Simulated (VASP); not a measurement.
TaN, 2 atoms in the cell. The structure is cubic, space group Fm-3m (No. 225). The conventional cell has a = 4.393 Å, b = 4.393 Å, c = 4.393 Å, α = 90.00°, β = 90.00°, γ = 90.00°. Within 2.9 Å of Ta (site symmetry m-3m) lie 6 N at 2.20 Å. N (site symmetry m-3m) has 6 Ta at 2.20 Å within 2.9 Å. 

```yaml
Program: VASP 6.6.1
Task: single point
Functional: PBE0
Potentials_or_basis: VASP PAW PBE potentials, release 64 (Ta_pv, N)
Cutoff: 520 eV
k_mesh: 6 × 6 × 6
Occupations: fermi-dirac, width 0.05 eV
Spin: no spin polarisation
Dipole_correction: no
Grid_for_exact_exchange_PRECFOCK: Normal
Further_INCAR_settings: ALGO = Normal; EDIFF = 1e-07; NBANDS = 15
Share_of_exact_exchange: 0.25
```

Potentials or basis: VASP PAW PBE potentials, release 64 (Ta_pv, N).

Launch:

```console
$ cat potpaw_PBE.64/Ta_pv/POTCAR potpaw_PBE.64/N/POTCAR > POTCAR
$ cp INCAR.step1 INCAR
$ mpirun -np 1 vasp_std > vasp.out
$ cp INCAR.step2 INCAR
$ mpirun -np 1 vasp_std > vasp.out
```

Hardware: 1 thread of Oxide Virtual Turin-like Processor, on a shared host.

Question: Estimate the wall time of this run.

Answer: Wall time 50 min on 1 thread of Oxide Virtual Turin-like Processor, with other jobs on the host, peak memory 0.12 GiB. Counts: k points 16.
